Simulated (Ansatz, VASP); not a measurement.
## One calculation of TaN, two programs

```xyz
14
Lattice="2.9218 0.0000 0.0000 0.0000 5.2636 0.0000 0.0000 0.0000 24.1168" Properties=species:S:1:pos:R:3 pbc="T T T"
Ta    0.0000    2.6318    7.5000
Ta    1.4609    0.0000    9.0195
Ta    1.4609    2.6318   10.5389
Ta    0.0000    0.0000   12.0584
Ta    1.4609    2.6318   13.5778
Ta    1.4609    0.0000   15.0973
Ta    0.0000    2.6318   16.6168
N     0.0000    0.0000    7.5000
N     0.0000    1.3159    9.7792
N     0.0000    3.9477    9.7792
N     0.0000    2.6318   12.0584
N     0.0000    3.9477   14.3376
N     0.0000    1.3159   14.3376
N     0.0000    0.0000   16.6168
```

Alike in both runs: task single point; functional PBE; k mesh 12 × 7 × 1; occupations gaussian, width 0.1 eV; no spin polarisation.

|  | VASP | Ansatz |
| --- | --- | --- |
| version | VASP 6.6.1 | Ansatz 0.2.0 |
| potentials or method | VASP PAW PBE potentials, release 64 (Ta_pv, N), cutoff 520 eV | scalar-relativistic, plane waves, PAW |
| valence electrons in the cell | 112 | 126 |

|  | VASP | Ansatz | Ansatz less VASP |
| --- | --- | --- | --- |
| gap on the k mesh at the Fermi level (eV) | none | none | - |
| rms of the force components (eV/Å) | 0.631 | 0.634 | +0.0025 |
| work function, face that differs most (eV) | 4.56 | 4.56 | -0.005 |

A gap of «none» marks a metal or a gap that the smearing closes. VASP's potentials hold 112 valence electrons a cell and Ansatz's 126, so a difference there can come from the potentials and not from the codes. Ansatz's warnings: xc potential rough in thin density.

Spin-orbit coupling is off throughout.
